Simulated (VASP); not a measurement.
A run of VASP 6.6.1:

The input INCAR:

```
SYSTEM = Cu
ALGO     = Normal         ! electronic algorithm
EDIFF    = 1E-6           ! SCF threshold, eV
ENCUT    = 520            ! plane-wave cutoff, eV
GGA      = PE             ! functional
ISIF     = 2              ! what is computed and relaxed
ISMEAR   = 0              ! smearing method
LASPH    = .TRUE.         ! aspherical terms in the spheres
LCHARG   = .FALSE.        ! write CHGCAR
LREAL    = .FALSE.        ! projectors in reciprocal space
LWAVE    = .FALSE.        ! write WAVECAR
NBANDS   = 12             ! bands
NELM     = 100            ! most SCF steps
PREC     = Accurate       ! precision mode
SIGMA    = 0.5            ! smearing width, eV
```

Contents of KPOINTS:

```
k-points
0
G
  14 14 14
  0 0 0
```

POSCAR

```
Cu
1.0
    0.0000000000      1.8075000000      1.8075000000
    1.8075000000      0.0000000000      1.8075000000
    1.8075000000      1.8075000000      0.0000000000
Cu
1
Direct
    0.0000000000      0.0000000000      0.0000000000
```

Potentials or basis: VASP PAW PBE potentials, release 64 (Cu).

The run is started by

```console
$ cat potpaw_PBE.64/Cu/POTCAR > POTCAR
$ mpirun -np 1 vasp_std > vasp.out
```

Hardware: 1 thread of Intel(R) Xeon(R) Platinum 8488C (Sapphire Rapids), on a shared host.

Estimate the wall time of this run.

Wall time 8.3 s on 1 thread of Intel(R) Xeon(R) Platinum 8488C (Sapphire Rapids), with other jobs on the host, peak memory 0.13 GiB. Counts: scf iterations 11, k points 104.
